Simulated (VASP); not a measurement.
Wanted: the native input for a VASP 6.6.1 run.

| Item | Value |
| --- | --- |
| Task | relaxation of cell and atoms |
| Functional | PBE |
| Potentials or basis | VASP PAW PBE potentials, release 64 (Ti_sv, O) |
| Cutoff | 600 eV |
| k mesh | 6 × 6 × 4 |
| Occupations | gaussian, width 0.1 eV |
| Spin | no spin polarisation |
| Dipole correction | no |
| Further INCAR settings | ALGO = Normal; EDIFF = 1e-06; IBRION = 2; EDIFFG = -0.05; NSW = 80; ISIF = 3 |

The structure of TiO2 lies in POSCAR:

```
TiO2
1.0
    3.4906288206      0.0000000000      0.0000000000
    0.0000000000      3.4906288206      0.0000000000
    0.0000000000      0.0000000000      5.0979471163
Ti O
2 4
Direct
    0.5000000000      0.5000000000      0.5000000000
    0.0000000000      0.0000000000      0.0000000000
    0.0000000000      0.5000000000      0.6932521158
    0.5000000000      0.0000000000      0.8067478842
    0.5000000000      0.0000000000      0.3067478842
    0.0000000000      0.5000000000      0.1932521158
```

These files were run (other wordings do the same):

INCAR

```
SYSTEM = TiO2
ALGO     = Normal         ! electronic algorithm
EDIFF    = 1E-6           ! SCF threshold, eV
EDIFFG   = -0.05          ! ionic threshold
ENCUT    = 600            ! plane-wave cutoff, eV
GGA      = PE             ! functional
IBRION   = 2              ! ionic algorithm
ISIF     = 3              ! what is computed and relaxed
ISMEAR   = 0              ! smearing method
LASPH    = .True.         ! aspherical terms in the spheres
LCHARG   = .False.        ! write CHGCAR
LREAL    = .False.        ! projectors in reciprocal space
LWAVE    = .False.        ! write WAVECAR
NELM     = 80             ! most SCF steps
NSW      = 80             ! ionic steps
PREC     = Accurate       ! precision mode
SIGMA    = 0.1            ! smearing width, eV
```

KPOINTS

```
k-points
0
Gamma
  6 6 4
  0 0 0
```

Potentials or basis: VASP PAW PBE potentials, release 64 (Ti_sv, O).

The run is started by

```sh
$ cat potpaw_PBE.64/Ti_sv/POTCAR potpaw_PBE.64/O/POTCAR > POTCAR
$ mpirun -np 1 vasp_std > vasp.out
```

Results of the run:

| Quantity | Value |
| --- | --- |
| Relaxed volume | 10.15 Å³/atom |
| Relaxed cell | a = 3.395 Å, b = 3.395 Å, c = 5.281 Å, α = 90.00°, β = 90.00°, γ = 90.00° |
| Space group after relaxing (to 0.1 Å) | P4_2/nmc (No. 137) |
| Energy gained by relaxing | 80.3 meV/atom |
| Ionic steps | 10 |
| Pressure after relaxing | 0.0 GPa |
| Largest force after relaxing | 0.010 eV/Å |
| Band gap on the k mesh | 2.48 eV (least direct gap 2.50 eV) |

Wall time 11 min on 1 thread of Intel Xeon 8259CL, with other jobs on the host, peak memory 0.22 GiB.
